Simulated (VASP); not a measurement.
Be3Cd2Te:

```xyz
6
Lattice="-3.1328 3.1328 3.1788 3.1328 -3.1328 3.1788 3.1328 3.1328 -3.1788" Properties=species:S:1:pos:R:3 pbc="T T T"
Be    0.0000    0.0000    5.0306
Be    0.0000    0.0000    1.3270
Be    0.0000    0.0000    0.0000
Cd    0.0000    3.1328    1.5894
Cd    3.1328    0.0000    1.5894
Te    0.0000    0.0000    3.1788
```

The cell was built from a structure type or drawn by symmetry, and may not be a known phase.

```yaml
Program: VASP 6.6.1
Task: relaxation of cell and atoms
Functional: PBE
Potentials_or_basis: VASP PAW PBE potentials, release 64 (Be, Cd, Te)
Cutoff: 600 eV
k_mesh: 4 × 4 × 4
Occupations: gaussian, width 0.1 eV
Spin: no spin polarisation
```

At the start: pressure 27.6 GPa; volume 20.80 Å³/atom.

Q: Where does the relaxation end?

A: Over 15 steps the energy falls by 2035.6 meV/atom and the volume is 20.75 Å³/atom (-0.2 %); space group I4/mmm (No. 139, to 0.1 Å) before and after.

The path:
| step | energy change (eV) | largest force (eV/Å) | pressure (GPa) | volume (Å³) |
| --- | --- | --- | --- | --- |
| 1 | 0.0000 | 9.4587 | 27.62 | 124.79 |
| 2 | -9.8429 | 1.6249 | -5.02 | 184.02 |
| 3 | -10.6732 | 3.6544 | 0.43 | 158.65 |
| 4 | -10.5873 | 3.1070 | -2.12 | 167.75 |
| 5 | -10.6608 | 3.3425 | -1.31 | 164.55 |
| 6 | -11.3765 | 0.7744 | -4.79 | 161.80 |
| 7 | -11.4157 | 0.5305 | -5.19 | 161.19 |
| 8 | -11.9947 | 0.2133 | -3.25 | 141.68 |
| 9 | -12.1723 | 0.1916 | -0.71 | 128.87 |
| 10 | -12.1763 | 0.2872 | -0.10 | 126.60 |
| 11 | -12.1762 | 0.2592 | -0.29 | 127.24 |
| 12 | -12.2047 | 0.1199 | -0.04 | 125.39 |
| 13 | -12.2130 | 0.0138 | 0.25 | 123.76 |
| 14 | -12.2130 | 0.0096 | 0.26 | 123.69 |
| 15 | -12.2137 | 0.0058 | -0.03 | 124.49 |

Final structure:
```
CELL_PARAMETERS angstrom
-2.63857 2.63857 4.47048
2.63857 -2.63857 4.47048
2.63857 2.63857 -4.47048
ATOMIC_POSITIONS crystal
Be 0.76334 0.76334 0.00000
Be 0.23666 0.23666 0.00000
Be 0.00000 0.00000 0.00000
Cd 0.75000 0.25000 0.50000
Cd 0.25000 0.75000 0.50000
Te 0.50000 0.50000 0.00000
```
